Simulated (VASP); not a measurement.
BaTiO3: single point with PBE

The system is BaTiO3.

```
Ba Ti O
1.0
     4.03795    0.00000    0.00000
     0.00000    2.87423    2.88259
     0.00000   -2.87423    2.88259
Ba Ti O
1 1 3
Direct
  0.00000 0.00000 0.00000
  0.50000 0.51240 0.51240
  0.50000 0.99184 0.50524
  0.50000 0.50524 0.99184
  0.00000 0.48740 0.48740
```

| Property | Result |
| --- | --- |
| Program | VASP 6.6.1 |
| Task | single point |
| Functional | PBE |
| Potentials or basis | VASP PAW PBE potentials, release 64 (Ba_sv, Ti_sv, O) |
| Cutoff | 520 eV |
| k mesh | 7 × 7 × 7 |
| Occupations | fermi-dirac, width 0.05 eV |
| Spin | no spin polarisation |
| Dipole correction | no |
| Further INCAR settings | ALGO = Normal; EDIFF = 1e-07; NBANDS = 28 |

| Quantity | Value |
| --- | --- |
| Pressure | -2.3 GPa |
| Largest force | 0.375 eV/Å |
| Band gap on the k mesh | 1.84 eV (least direct gap 2.01 eV) |

Forces in eV/Å, atoms in the order of the input:
```
Ba   0.000  0.000  0.147
Ti   0.000  0.000  0.338
O    0.000 -0.108 -0.359
O    0.000  0.108 -0.359
O    0.000  0.000  0.232
```

Stress tensor (GPa, compression positive):
```
-2.20  0.00  0.00
 0.00 -2.08  0.00
 0.00  0.00 -2.66
```

Levels at points of the mesh, in eV from the valence-band top:
```
           k point  band 18  band 19  band 20  band 21  band 22  band 23
(0.00, 0.00, 0.00)    -0.31    -0.22    -0.17     1.84     1.90     2.04
```

Run time: 3.7 min on 1 thread of Intel Xeon 8259CL, on a shared host, peak memory 0.25 GiB.

Caveat: spin-orbit coupling is left out, which moves the levels of the heavy elements; an odd mesh through Γ misses points on the zone boundary, where band edges can lie.
